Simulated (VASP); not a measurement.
Write the native input for VASP 6.6.1 that does the following.

```yaml
Task: single point
Functional: PBEsol
Potentials_or_basis: VASP PAW PBE potentials, release 64 (B, N)
Cutoff: 600 eV
k_mesh: 4 × 4 × 8
Occupations: gaussian, width 0.1 eV
Spin: no spin polarisation
Dipole_correction: no
Further_INCAR_settings: ALGO = Normal; EDIFF = 1e-06; NBANDS = 26
```

The structure of BN lies in POSCAR:

```
BN
1.0
    4.4242230000      0.0000000000      0.0000000000
    0.0000000000      4.4242230000      0.0000000000
    0.0000000000      0.0000000000      2.5503560000
B N
4 4
Direct
    0.1742830000      0.8257170000      0.5000000000
    0.3257170000      0.3257170000      0.0000000000
    0.6742830000      0.6742830000      0.0000000000
    0.8257170000      0.1742830000      0.5000000000
    0.8126010000      0.8126010000      0.5000000000
    0.3126010000      0.6873990000      0.0000000000
    0.6873990000      0.3126010000      0.0000000000
    0.1873990000      0.1873990000      0.5000000000
```

These files were run (other wordings do the same):

INCAR

```
SYSTEM = BN
ALGO = Normal ; EDIFF = 1E-6
ENCUT = 600 ; GGA = PS
GGA_COMPAT = .False. ; ISIF = 2
ISMEAR = 0 ; LASPH = .True.
LCHARG = .True. ; LELF = .True.
LREAL = .False. ; LVHAR = .True.
LWAVE = .False. ; NBANDS = 26
NELM = 120 ; PREC = Accurate
SIGMA = 0.1
```

KPOINTS

```
k-points
0
Gamma
  4 4 8
  0 0 0
```

Potentials or basis: VASP PAW PBE potentials, release 64 (B, N).

Launch:

```sh
$ cat potpaw_PBE.64/B/POTCAR potpaw_PBE.64/N/POTCAR > POTCAR
$ mpirun -np 1 vasp_std > vasp.out
```

It gave:

The pressure is -5.4 GPa and the largest force is 0.010 eV/Å. The band gap on the k mesh is 4.71 eV, indirect (least direct gap 5.78 eV).

Caveat: the PAW data sets were made with another functional, which shifts forces and pressure a little.

Wall time 58 s on 1 thread of Intel Xeon 8259CL, on a shared host, peak memory 0.18 GiB.
